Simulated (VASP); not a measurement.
A run of VASP 6.6.1 is set up as follows.

POSCAR

```
Ti
1.0
   -1.6327950000      1.6410000000      1.6410000000
    1.6327950000     -1.6410000000      1.6410000000
    1.6327950000      1.6410000000     -1.6410000000
Ti
1
Direct
    0.0000000000      0.0000000000      0.0000000000
```

INCAR.step1

```
SYSTEM = Ti
PREC = Accurate ; ENCUT = 520
ISMEAR = 0 ; SIGMA = 0.15
LREAL = .False. ; LASPH = .True.
NELM = 80 ; NBANDS = 12
GGA = PE ; ALGO = Normal
EDIFF = 1E-4 ; LWAVE = .True.
LCHARG = .False.
```

The input INCAR.step2:

```
SYSTEM = Ti
PREC = Accurate ; ENCUT = 520
EDIFF = 1E-6 ; ISMEAR = 0
SIGMA = 0.15 ; LREAL = .False.
LASPH = .True. ; NELM = 80
ALGO = Normal ; ISIF = 2
LWAVE = .False. ; LCHARG = .False.
METAGGA = R2SCAN ; LMIXTAU = .True.
NBANDS = 12 ; ISTART = 1
```

Contents of KPOINTS:

```
regular mesh
0
Gamma
  20 20 20
  0 0 0
```

Potentials or basis: VASP PAW PBE potentials, release 64 (Ti_sv).

Launch:

```bash
$ cat potpaw_PBE.64/Ti_sv/POTCAR > POTCAR
$ cp INCAR.step1 INCAR
$ mpirun -np 1 vasp_std > vasp.out
$ cp INCAR.step2 INCAR
$ mpirun -np 1 vasp_std > vasp.out
```

Q: Predict the pressure.

A: -2.0 GPa.

Q: Estimate the band gap on the k mesh.

A: Zero (band 6 reaches 9.11 eV, above the bottom of band 7 at 7.28 eV).

Stress tensor (GPa, compression positive):
```
-2.17  0.00  0.00
 0.00 -1.97  0.00
 0.00  0.00 -1.97
```

Caveat: the cell differs from its parent crystal (strain -0.0050 x Voigt [1, 0, 0, 0, 0, 0]); the PAW data sets were made with another functional, which shifts forces and pressure a little.
